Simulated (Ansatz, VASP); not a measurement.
**Two plane-wave programs on Ge4As**

```
CELL_PARAMETERS angstrom
-2.88671 2.88671 2.88671
2.88671 -2.88671 2.88671
2.88671 2.88671 -2.88671
ATOMIC_POSITIONS crystal
Ge 0.50000 0.50000 0.50000
Ge 0.50000 0.00000 0.00000
Ge 0.00000 0.00000 0.50000
Ge 0.00000 0.50000 0.00000
As 0.00000 0.00000 0.00000
```

Change from the starting cell: species swapped into the Hg4Pt type (Im-3m, No. 229).

Alike in both runs: task single point; functional PBE; k mesh 4 × 4 × 4; occupations gaussian, width 0.1 eV; no spin polarisation.

```csv
,VASP,Ansatz
version,VASP 6.6.1,Ansatz 0.2.0
potentials or method,"VASP PAW PBE potentials, release 64 (Ge_d, As), cutoff 520 eV","scalar-relativistic, plane waves, PAW"
valence electrons in the cell,61,71
```

Ansatz gave:

```
gap on the k mesh at the Fermi level (eV) : none
pressure (GPa)                            : 15.9
```

What did VASP give for the same quantities?

gap on the k mesh at the Fermi level (eV): none; pressure (GPa): 16.0.

A gap of «none» marks a metal or a gap that the smearing closes. With one functional, cell and mesh, what is left measures potentials, basis and numerics. VASP's potentials hold 61 valence electrons a cell and Ansatz's 71, so a difference there can come from the potentials and not from the codes.

The k mesh is coarse, so the values compare programs but aren't converged.
